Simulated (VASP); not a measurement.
# BN (P6_3/mmc) in VASP: notebook

Runs on BN. Level: PBE+D3(BJ). Tasks: single point.

All numbers are computed with VASP 6.6.1; they aren't measurements. Logs are shortened: lines on timing, memory, paths and dates and some standing lists are left out, and cuts for length are marked.

## 1. The cell of the first run

It takes space group P6_3/mmc (No. 194, hexagonal). Conventional cell: a = 2.306 Å, b = 2.306 Å, c = 6.617 Å, α = 90.00°, β = 90.00°, γ = 120.00°. B (site symmetry -6m2) has 3 N at 1.33 Å within 1.8 Å. Within 1.8 Å of N (site symmetry -6m2) lie 3 B at 1.33 Å.

## 2. Single point, PBE+D3(BJ) (strain -0.080 along x and y, +0.000 along z)

File INCAR:

```
  ALGO = Normal
  EDIFF = 1E-6
  ENCUT = 520
  GGA = PE
  ISIF = 2
  ISMEAR = 0
  IVDW = 12
  LASPH = T
  LCHARG = T
  LELF = T
  LREAL = F
  LVHAR = T
  LWAVE = F
  NBANDS = 16
  NELM = 100
  PREC = Accurate
  SIGMA = 0.05
```

File KPOINTS:

```
k-points
0
Gamma
  12 12 4
```

File POSCAR:

```
BN
1.0
    2.3059230574      0.0000000000      0.0000000000
   -1.1529615287      1.9969879469      0.0000000000
    0.0000000000      0.0000000000      6.6168468515
B N
2 2
Direct
    0.3333333333      0.6666666667      0.2500000000
    0.6666666667      0.3333333333      0.7500000000
    0.3333333333      0.6666666667      0.7500000000
    0.6666666667      0.3333333333      0.2500000000
```

Potentials or basis: VASP PAW PBE potentials, release 64 (B, N).

Command:

```console
cat potpaw_PBE.64/B/POTCAR potpaw_PBE.64/N/POTCAR > POTCAR
mpirun -np 1 vasp_std > vasp.out
```

OUTCAR:

```text
EDIFF = 1E-6
   ENCUT = 520
   GGA = PE
   ISIF = 2
   ISMEAR = 0
   IVDW = 12
   LASPH = T
   LREAL = F
   NELM = 100
   PREC = Accurate
 IVDW          = 12

 ion  position               nearest neighbor table
   1  0.333  0.667  0.250-   4 1.33   4 1.33   4 1.33
   2  0.667  0.333  0.750-   3 1.33   3 1.33   3 1.33
   3  0.333  0.667  0.750-   2 1.33   2 1.33   2 1.33
   4  0.667  0.333  0.250-   1 1.33   1 1.33   1 1.33

  LATTYP: Found a hexagonal cell.
 ALAT       =     2.3059230574
 C/A-ratio  =     2.8695002768

  Lattice vectors:

 A1 = (   2.3059230574,   0.0000000000,   0.0000000000)
 A2 = (  -1.1529615287,   1.9969879469,   0.0000000000)
 A3 = (   0.0000000000,   0.0000000000,   6.6168468515)

Analysis of symmetry for initial positions (statically):
=====================================================================
 Subroutine PRICEL returns:
 Original cell was already a primitive cell.

 Routine SETGRP: Setting up the symmetry group for a
 hexagonal supercell.

 Subroutine GETGRP returns: Found 24 space group operations
 (whereof 12 operations were pure point group operations)
 out of a pool of 24 trial point group operations.

The static configuration has the point symmetry D_3d.
 The point group associated with its full space group is D_6h.

Analysis of symmetry for dynamics (positions and initial velocities):
=====================================================================
 Subroutine PRICEL returns:
 Original cell was already a primitive cell.

 Routine SETGRP: Setting up the symmetry group for a
 hexagonal supercell.

 Subroutine GETGRP returns: Found 24 space group operations
 (whereof 12 operations were pure point group operations)
 out of a pool of 24 trial point group operations.

The dynamic configuration has the point symmetry D_3d.
 The point group associated with its full space group is D_6h.

 Subroutine INISYM returns: Found 24 space group operations
 (whereof 12 operations are pure point group operations),
 and found     1 'primitive' translations

----------------------------------------------------------------------------------------

                                     Primitive cell

  volume of cell :      30.4699

  direct lattice vectors                    reciprocal lattice vectors
     2.305923057  0.000000000  0.000000000     0.433665814  0.250377075  0.000000000
    -1.152961529  1.996987947  0.000000000     0.000000000  0.500754149  0.000000000
     0.000000000  0.000000000  6.616846852     0.000000000  0.000000000  0.151129386

  length of vectors
     2.305923057  2.305923057  6.616846852     0.500754149  0.500754149  0.151129386

  position of ions in fractional coordinates (direct lattice)
     0.333333333  0.666666667  0.250000000
     0.666666667  0.333333333  0.750000000
     0.333333333  0.666666667  0.750000000
     0.666666667  0.333333333  0.250000000

  ion indices of the primitive-cell ions
   primitive index   ion index
                 1           1
                 2           2
                 3           3
                 4           4

----------------------------------------------------------------------------------------

 KPOINTS: k-points

Automatic generation of k-mesh.
 Grid dimensions read from file:
 generate k-points for:   12   12    4

 Generating k-lattice:

  Cartesian coordinates                     Fractional coordinates (reciprocal lattice)
     0.036138818  0.020864756  0.000000000     0.083333333 -0.000000000  0.000000000
     0.000000000  0.041729512  0.000000000     0.000000000  0.083333333  0.000000000
     0.000000000  0.000000000  0.037782346     0.000000000  0.000000000  0.250000000

  Length of vectors
     0.041729512  0.041729512  0.037782346

  Shift w.r.t. Gamma in fractional coordinates (k-lattice)
     0.000000000  0.000000000  0.000000000

 Subroutine IBZKPT returns following result:
 ===========================================

 Found     57 irreducible k-points:

 Following reciprocal coordinates:
            Coordinates               Weight
  0.000000  0.000000  0.000000      1.000000
  0.083333  0.000000  0.000000      6.000000
  0.166667 -0.000000  0.000000      6.000000
  0.250000 -0.000000  0.000000      6.000000
  0.333333  0.000000  0.000000      6.000000
  0.416667  0.000000  0.000000      6.000000
[... 16 lines left out ...]
  0.250000 -0.000000  0.250000     12.000000
  0.333333  0.000000  0.250000     12.000000
 [... further k-points ...]
   k-points           NKPTS =     57   k-points in BZ     NKDIM =     57   number of bands    NBANDS=     16
   number of dos      NEDOS =    301   number of ions     NIONS =      4
   total plane-waves  NPLWV =  16200
   dimension x,y,z NGX =    18 NGY =   18 NGZ =   50
   dimension x,y,z NGXF=    36 NGYF=   36 NGZF=  100
   ions per type =               2   2
   NGX,Y,Z   is equivalent  to a cutoff of  12.98, 12.98, 12.56 a.u.
   NGXF,Y,Z  is equivalent  to a cutoff of  25.95, 25.95, 25.12 a.u.
 SYSTEM =  unknown system
   PREC   = accura    normal or accurate (medium, high low for compatibility)
   ISTART =      0    job   : 0-new  1-cont  2-samecut
   ICHARG =      2    charge: 1-file 2-atom 10-const
   ISPIN  =      1    spin polarized calculation?
   LNONCOLLINEAR =      F non collinear calculations
   LSORBIT =      F    spin-orbit coupling
   LASPH  =      T    aspherical Exc in radial PAW
   ENCUT  =  520.0 eV  38.22 Ry    6.18 a.u.   4.29  4.29 12.30*2*pi/ulx,y,z
   NELM   =    100;   NELMIN=  2; NELMDL= -5     # of ELM steps
   EDIFF  = 0.1E-05   stopping-criterion for ELM
   LREAL  =      F    real-space projection
   EDIFFG = 0.1E-04   stopping-criterion for IOM
   NSW    =      0    number of steps for IOM
   IBRION =     -1    ionic relax: 0-MD 1-quasi-New 2-CG
   NFREE  =      0    steps in history (QN), initial steepest desc. (CG)
   ISIF   =      2    stress and relaxation
   ISYM   =      2    0-nonsym 1-usesym 2-fastsym
   POTIM  = 0.5000    time-step for ionic-motion
   TEBEG  =    0.0;   TEEND  =   0.0 temperature during run
   PSTRESS=    0.0 pullay stress
   NELECT =      16.0000    total number of electrons
   NUPDOWN=      -1.0000    fix difference up-down
   EMIN   =  10.00;   EMAX   =-10.00  energy-range for DOS
   EFERMI =   0.00;   METHOD = LEGACY
   ISMEAR =     0;   SIGMA  =   0.05  broadening in eV -4-tet -1-fermi 0-gaus
   EFERMI_NEDOS =   21; number of points for ismear=-14 and -15
   IALGO  =     38    algorithm
   IMIX   =      4    mixing-type and parameters
     AMIX     =   0.40;   BMIX     =  1.00
     AMIX_MAG =   1.60;   BMIX_MAG =  1.00
  volume/ion in A,a.u.               =       7.62        51.41
  Fermi-wavevector in a.u.,A,eV,Ry     =   1.320761  2.495877 23.734149  1.744411
  Thomas-Fermi vector in A             =   2.450564
   LORBIT       =      0    0 simple, 1 ext, 2 COOP (PROOUT), +10 PAW based schemes
   GGA     = PE    functional components
   LHFCALC =     F    Hartree Fock is set to
   AEXX    =    0.0000 exact exchange contribution
   IVDW    =    12    specifies the selected vdW correction
   LEPSILON=     F    determine dielectric tensor
   LRPA    =     F    only Hartree local field effects (RPA)
 non-spin polarized calculation
 Gauss-broadening in eV      SIGMA  =   0.05
  energy-cutoff  :      520.00
  volume of cell :       30.47
 maximum number of plane-waves:       841
 NGX is ok and might be reduce to    18
   NGX =  9   NGY =  9   NGZ = 25

 number of electron      15.9999991 magnetization

 Free energy of the ion-electron system (eV)
  ---------------------------------------------------
  ext. energy  EPLUGINS =         0.00000000
  ---------------------------------------------------
  free energy    TOTEN  =       -33.12000440 eV

  energy without entropy =      -33.12000440  energy(sigma->0) =      -33.12000440

 E-fermi :   3.7687     XC(G=0): -10.6008

 val. band max:        3.4537102800   @ k =   0.3333   0.3333   0.5000
 cond. band min:       8.0899366647   @ k =   0.5000  -0.0000   0.0000
 fundamental gap:      4.6362263847
 Fermi energy:         3.7686766229

 k-point     1 :       0.0000    0.0000    0.0000
  band No.  band energies     occupation
      1     -15.8964      2.00000
      2     -15.6186      2.00000
      3      -4.1319      2.00000
      4      -2.1563      2.00000
      5       2.4954      2.00000
      6       2.4954      2.00000
[... 8 lines left out ...]
     15      19.4768      0.00000
     16      19.6221      0.00000

 k-point     2 :       0.0833    0.0000    0.0000
  band No.  band energies     occupation
      1     -15.7356      2.00000
      2     -15.4626      2.00000
      3      -3.9053      2.00000
      4      -1.9460      2.00000
      5       1.8670      2.00000
      6       1.8870      2.00000
[... 8 lines left out ...]
     15      18.9528      0.00000
     16      19.7793      0.00000

 k-point     3 :       0.1667   -0.0000    0.0000
  band No.  band energies     occupation
      1     -15.2603      2.00000
      2     -15.0011      2.00000
      3      -3.2324      2.00000
      4      -1.3252      2.00000
      5       0.2529      2.00000
      6       0.2774      2.00000
[... 8 lines left out ...]
     15      20.0992      0.00000
     16      20.6150      0.00000

 k-point     4 :       0.2500   -0.0000    0.0000
  band No.  band energies     occupation
      1     -14.4948      2.00000
      2     -14.2596      2.00000
      3      -2.1398      2.00000
      4      -1.8344      2.00000
      5      -1.7907      2.00000
      6      -0.3321      2.00000
[... 8 lines left out ...]
     15      21.7126      0.00000
     16      22.8941      0.00000

 k-point     5 :       0.3333    0.0000    0.0000
  band No.  band energies     occupation
      1     -13.5039      2.00000
      2     -13.3060      2.00000
      3      -3.9558      2.00000
      4      -3.8926      2.00000
      5      -0.6974      2.00000
      6      -0.3649      2.00000
[... 8 lines left out ...]
     15      21.8513      0.00000
     16      24.8919      0.00000

 k-point     6 :       0.4167    0.0000    0.0000
  band No.  band energies     occupation
      1     -12.4711      2.00000
      2     -12.3373      2.00000
      3      -5.7048      2.00000
      4      -5.6429      2.00000
      5      -0.8766      2.00000
      6      -0.8327      2.00000
[... 8 lines left out ...]
     15      20.1949      0.00000
     16      23.6333      0.00000
[... 267 lines left out ...]
 k-point    21 :       0.0833    0.0000    0.2500
  band No.  band energies     occupation
      1     -15.6976      2.00000
      2     -15.5048      2.00000
      3      -3.6618      2.00000
      4      -2.2917      2.00000
      5       1.8709      2.00000
      6       1.8856      2.00000
[... 8 lines left out ...]
     15      19.0120      0.00000
     16      19.4794      0.00000

 k-point    22 :       0.1667   -0.0000    0.2500
  band No.  band energies     occupation
      1     -15.2240      2.00000
      2     -15.0409      2.00000
      3      -2.9957      2.00000
      4      -1.6631      2.00000
      5       0.2593      2.00000
      6       0.2795      2.00000
[... 8 lines left out ...]
     15      20.0196      0.00000
     16      20.0856      0.00000

 k-point    23 :       0.2500   -0.0000    0.2500
  band No.  band energies     occupation
      1     -14.4619      2.00000
      2     -14.2955      2.00000
      3      -1.9711      2.00000
      4      -1.8057      2.00000
      5      -1.7678      2.00000
      6      -0.6350      2.00000
[... 8 lines left out ...]
     15      22.9069      0.00000
     16      22.9807      0.00000

 k-point    24 :       0.3333    0.0000    0.2500
  band No.  band energies     occupation
      1     -13.4760      2.00000
      2     -13.3360      2.00000
      3      -3.9493      2.00000
      4      -3.9041      2.00000
      5      -0.4845      2.00000
      6      -0.3587      2.00000
[... 8 lines left out ...]
     15      22.8680      0.00000
     16      24.5378      0.00000

 [... further k-points ...]

------------------------ aborting loop because EDIFF is reached ----------------------------------------

 Edisp (eV)   -0.63261

 E8    (eV) :    -0.1848

  FORCE on cell =-STRESS in cart. coord.  units (eV):
  Direction    XX          YY          ZZ          XY          YZ          ZX
  --------------------------------------------------------------------------------------
  -------------------------------------------------------------------------------------
  Total      24.64808    24.64808    -0.13886     0.00000    -0.00000     0.00000
  in kB    1296.05164  1296.05164    -7.30132     0.00000    -0.00000     0.00000
  external pressure =      861.60 kB  Pullay stress =        0.00 kB

 VOLUME and BASIS-vectors are now :
 -----------------------------------------------------------------------------
  energy-cutoff  :      520.00
  volume of cell :       30.47
      direct lattice vectors                 reciprocal lattice vectors
     2.305923057  0.000000000  0.000000000     0.433665814  0.250377075  0.000000000
    -1.152961529  1.996987947  0.000000000     0.000000000  0.500754149  0.000000000
     0.000000000  0.000000000  6.616846852     0.000000000  0.000000000  0.151129386

 POSITION                                       TOTAL-FORCE (eV/Angst)
 -----------------------------------------------------------------------------------
     -0.00000      1.33133      1.65421        -0.000000      0.000000      0.000000
      1.15296      0.66566      4.96264        -0.000000     -0.000000      0.000000
     -0.00000      1.33133      4.96264        -0.000000      0.000000      0.000000
      1.15296      0.66566      1.65421         0.000000     -0.000000      0.000000
 -----------------------------------------------------------------------------------
    total drift:                               -0.000000      0.000000      0.000000

  FREE ENERGIE OF THE ION-ELECTRON SYSTEM (eV)
  ---------------------------------------------------
  free  energy   TOTEN  =       -33.7526153236 eV

  energy  without entropy=      -33.7526153236  energy(sigma->0) =      -33.75261532
```

It took 16 s on 1 thread of AMD EPYC 9R45 (Zen 5), shared host; peak memory 0.13 GiB.

Results:

| Item | Value |
| --- | --- |
| Free energy | -33.7526 eV |
| Pressure | 86.2 GPa |
| Band gap on the k mesh | 4.64 eV, indirect (least direct gap 5.26 eV) |
| Dispersion energy per atom | -0.158 eV |

Levels at points of the mesh, in eV from the valence-band top:
```
           k point  band 6  band 7  band 8  band 9  band 10  band 11
(0.00, 0.00, 0.00)   -0.96   -0.94   -0.94    5.02    10.83    13.75
(0.50, 0.00, 0.00)   -4.46   -1.67   -0.73    4.64     6.12    11.69
(0.00, 0.00, 0.50)   -0.95   -0.95   -0.95    7.58     7.58    13.80
(0.50, 0.00, 0.50)   -4.48   -1.19   -1.19    5.17     5.17    12.56
```

Caveat: the cell differs from its parent crystal (strain -0.080 along x and y, +0.000 along z). A k mesh can miss the band edges.

## 3. Single point, PBE+D3(BJ) (strain -0.040 along x and y, -0.080 along z)

File INCAR:

```
  PREC = Accurate
  ENCUT = 520
  EDIFF = 1E-6
  ISMEAR = 0
  SIGMA = 0.05
  LREAL = F
  LASPH = T
  NELM = 60
  ALGO = Normal
  ISIF = 2
  LWAVE = F
  LCHARG = T
  GGA = PE
  IVDW = 12
  LELF = T
  LVHAR = T
  NBANDS = 16
```

File KPOINTS:

```
regular mesh
0
Gamma
  12 12 4
```

File POSCAR:

```
BN
1.0
    2.4061805817      0.0000000000      0.0000000000
   -1.2030902908      2.0838135098      0.0000000000
    0.0000000000      0.0000000000      6.0874991034
B N
2 2
Direct
    0.3333333333      0.6666666667      0.2500000000
    0.6666666667      0.3333333333      0.7500000000
    0.3333333333      0.6666666667      0.7500000000
    0.6666666667      0.3333333333      0.2500000000
```

Potentials or basis: VASP PAW PBE potentials, release 64 (B, N).

Command:

```console
cat potpaw_PBE.64/B/POTCAR potpaw_PBE.64/N/POTCAR > POTCAR
mpirun -np 1 vasp_std > vasp.out
```

It took 14 s on 1 thread of AMD EPYC 9R45 (Zen 5), shared host; peak memory 0.13 GiB.

The run converged. Its results:

| Property | Result |
| --- | --- |
| Free energy | -35.2516 eV |
| Pressure | 39.9 GPa |
| Band gap on the k mesh | 4.28 eV, indirect (least direct gap 4.68 eV) |
| Dispersion energy per atom | -0.169 eV |

Stress tensor (GPa, compression positive):
```
57.89  0.00  0.00
 0.00 57.89  0.00
 0.00  0.00  3.98
```

Levels at points of the mesh, in eV from the valence-band top:
```
           k point  band 4  band 5  band 6  band 7  band 8  band 9  band 10  band 11  band 12  band 13
(0.00, 0.00, 0.00)   -4.25   -1.24   -1.24   -1.17   -1.17    5.85    11.87    12.47    12.47    12.69
(0.50, 0.00, 0.00)   -9.37   -4.40   -4.28   -1.92   -0.41    4.28     6.30    10.69    11.13    13.58
(0.00, 0.00, 0.50)   -5.98   -1.20   -1.20   -1.20   -1.20    8.89     8.89    12.58    12.58    12.58
(0.50, 0.00, 0.50)   -9.43   -4.34   -4.34   -1.11   -1.11    4.88     4.88    11.21    11.21    14.74
```

Caveat: the cell differs from its parent crystal (strain -0.040 along x and y, -0.080 along z). A k mesh can miss the band edges.

## 4. Single point, PBE+D3(BJ) (strain -0.080 along x and y, +0.040 along z)

File INCAR:

```
  PREC = Accurate
  ENCUT = 520
  EDIFF = 1E-6
  ISMEAR = 0
  SIGMA = 0.05
  LREAL = F
  LASPH = T
  NELM = 80
  ALGO = Normal
  ISIF = 2
  LWAVE = F
  LCHARG = F
  GGA = PE
  IVDW = 12
  NBANDS = 16
```

KPOINTS is that of step 3.

File POSCAR:

```
BN
1.0
    2.3059230574      0.0000000000      0.0000000000
   -1.1529615287      1.9969879469      0.0000000000
    0.0000000000      0.0000000000      6.8815207256
B N
2 2
Direct
    0.3333333333      0.6666666667      0.2500000000
    0.6666666667      0.3333333333      0.7500000000
    0.3333333333      0.6666666667      0.7500000000
    0.6666666667      0.3333333333      0.2500000000
```

Command:

```console
cat potpaw_PBE.64/B/POTCAR potpaw_PBE.64/N/POTCAR > POTCAR
mpirun -np 1 vasp_std > vasp.out
```

It took 15 s on 1 thread of AMD EPYC 9R45 (Zen 5), shared host; peak memory 0.14 GiB.

The run converged. Its results:

```yaml
Free_energy: -33.7448 eV
Pressure: 82.6 GPa
Band_gap_on_the_k_mesh: 4.71 eV, indirect (least direct gap 5.27 eV)
Dispersion_energy_per_atom: -0.151 eV
```

Stress tensor (GPa, compression positive):
```
124.83   0.00   0.00
  0.00 124.83   0.00
  0.00   0.00  -1.78
```

Levels at points of the mesh, in eV from the valence-band top:
```csv
k point,band 5,band 6,band 7,band 8,band 9,band 10,band 11,band 12
"(0.00, 0.00, 0.00)",-0.96,-0.96,-0.95,-0.95,4.77,10.14,13.76,13.76
"(0.50, 0.00, 0.00)",-4.51,-4.48,-1.56,-0.82,4.71,5.95,11.65,12.83
"(0.00, 0.00, 0.50)",-0.95,-0.95,-0.95,-0.95,7.06,7.06,13.80,13.80
"(0.50, 0.00, 0.50)",-4.49,-4.49,-1.19,-1.19,5.19,5.19,12.49,12.49
```

Caveat: the cell differs from its parent crystal (strain -0.080 along x and y, +0.040 along z).

## 5. Overview

| cell | gap on the mesh (eV) | pressure (GPa) |
| --- | --- | --- |
| a = 2.306, b = 2.306, c = 6.617 Å, angles 90.0, 90.0, 120.0°, 4 atoms | 4.64 | 86.2 |
| a = 2.406, b = 2.406, c = 6.087 Å, angles 90.0, 90.0, 120.0°, 4 atoms | 4.28 | 39.9 |
| a = 2.306, b = 2.306, c = 6.882 Å, angles 90.0, 90.0, 120.0°, 4 atoms | 4.71 | 82.6 |

Alike in all rows: task single point; level PBE+D3(BJ); potentials or basis VASP PAW PBE potentials, release 64 (B, N); no spin polarisation; k mesh 12 × 12 × 4; cutoff (eV) 520; smearing gaussian 0.05 eV.

Absolute energies hang on the potentials; compare differences alone.
